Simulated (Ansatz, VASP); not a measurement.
# PtSe2 in VASP and in Ansatz

POSCAR

```
PtSe2
1.0
    3.4121540120      0.0000000000      0.0000000000
   -1.7060770060      2.9550120560      0.0000000000
    0.0000000000      0.0000000000      6.0295427083
Pt Se
1 2
Direct
    0.0000000000      0.0000000000      0.0000000000
    0.3333333333      0.6666666667      0.2500000000
    0.6666666667      0.3333333333      0.7500000000
```

INCAR.step1

```
SYSTEM = PtSe2
ALGO     = Normal         ! electronic algorithm
EDIFF    = 1E-5           ! SCF threshold, eV
ENCUT    = 550            ! plane-wave cutoff, eV
GGA      = PE             ! functional
GGA_COMPAT= .False.      
ISMEAR   = 0              ! smearing method
LASPH    = .True.         ! aspherical terms in the spheres
LCHARG   = .False.        ! write CHGCAR
LREAL    = .False.        ! projectors in reciprocal space
LWAVE    = .True.         ! write WAVECAR
NBANDS   = 18             ! bands
NELM     = 120            ! most SCF steps
PREC     = Accurate       ! precision mode
SIGMA    = 0.15           ! smearing width, eV
```

Contents of INCAR.step2:

```
SYSTEM = PtSe2
ALGO     = Normal         ! electronic algorithm
EDIFF    = 1E-6           ! SCF threshold, eV
ENCUT    = 550            ! plane-wave cutoff, eV
GGA_COMPAT= .False.      
ISIF     = 2              ! what is computed and relaxed
ISMEAR   = 0              ! smearing method
ISTART   = 1            
LASPH    = .True.         ! aspherical terms in the spheres
LCHARG   = .False.        ! write CHGCAR
LMIXTAU  = .True.       
LREAL    = .False.        ! projectors in reciprocal space
LWAVE    = .False.        ! write WAVECAR
METAGGA  = R2SCAN         ! meta-GGA
NBANDS   = 18             ! bands
NELM     = 120            ! most SCF steps
PREC     = Accurate       ! precision mode
SIGMA    = 0.15           ! smearing width, eV
```

KPOINTS

```
k-points
0
Gamma
  18 18 10
  0 0 0
```

Input for Ansatz:

```yaml
crystal:
  lattice:
    - [3.412154012, 0.0, 0.0]
    - [-1.706077006, 2.955012056, 0.0]
    - [0.0, 0.0, 6.0295427083]
  atoms:
    - { symbol: Pt, position: [0.0, 0.0, 0.0] }
    - { symbol: Se, position: [0.3333333333, 0.6666666667, 0.25] }
    - { symbol: Se, position: [0.6666666667, 0.3333333333, 0.75] }
basis:
  ecutwfc: 500
kpoints:
  mp_grid: { grid: [18, 18, 10] }
hamiltonian:
  xc: r2scan
scf:
  occupations: { method: gaussian, width: 0.15 }
output:
  forces: true
  stress: true
  eigenvalues: true
```

Alike in both runs: task single point; functional r2SCAN; k mesh 18 × 18 × 10; occupations gaussian, width 0.15 eV; no spin polarisation.

```csv
,VASP,Ansatz
version,VASP 6.6.1,Ansatz 0.2.0
potentials or method,"VASP PAW PBE potentials, release 64 (Pt, Se), cutoff 550 eV","scalar-relativistic, plane waves, PAW"
valence electrons in the cell,22,50
```

```csv
,VASP,Ansatz,Ansatz less VASP
gap on the k mesh at the Fermi level (eV),0.22,0.22,+0.009
least direct gap on the mesh (eV),0.76,0.77,+0.010
pressure (GPa),11.3,11.1,-0.19
"traceless stress, the component that is largest in VASP (GPa)",-10.53,-10.52,+0.012
rms of the force components (eV/Å),0.162,0.175,+0.0128
```

VASP's potentials were made for PBE, not for r2SCAN. Atom by atom the forces differ by 0.013 eV/Å (rms over components). VASP's potentials hold 22 valence electrons a cell and Ansatz's 50, so a difference there can come from the potentials and not from the codes.

Neither program's run includes spin-orbit coupling.
